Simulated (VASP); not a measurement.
Runs of VASP 6.6.1 on Ti. The structure is that of space group Fm-3m (No. 225), or close to it. The cells are those of the table. 

```tsv
spin	fixed moment (μB)	cell	gap on the mesh (eV)	pressure (GPa)	moment (μB)
off	-	a = 2.711 Å, angles 60.0°, 1 atom	none	19.0	-
collinear, ferromagnetic start	0.5	a = 2.648 Å, angles 60.0°, 1 atom	-	(b)	0.50
collinear, ferromagnetic start	0.75	a = 2.648 Å, angles 60.0°, 1 atom	-	37.0	0.75
off	-	a = 2.885 Å, angles 60.0°, 1 atom	none	(a)	-
collinear, ferromagnetic start	0.25	a = 2.648 Å, angles 60.0°, 1 atom	-	33.5	0.25
```

Alike in all rows: task single point; level LDA; potentials or basis VASP PAW LDA potentials, release 64 (Ti_sv); k mesh 22 × 22 × 22; cutoff (eV) 520; smearing gaussian 0.15 eV.

Task: Fill in the values left out.

Result: (a) -6.5; (b) 34.8.

Caveats: the total moment is fixed, so each spin has its own Fermi level (some runs).

A gap of «none» marks levels without a gap at the run's occupations.
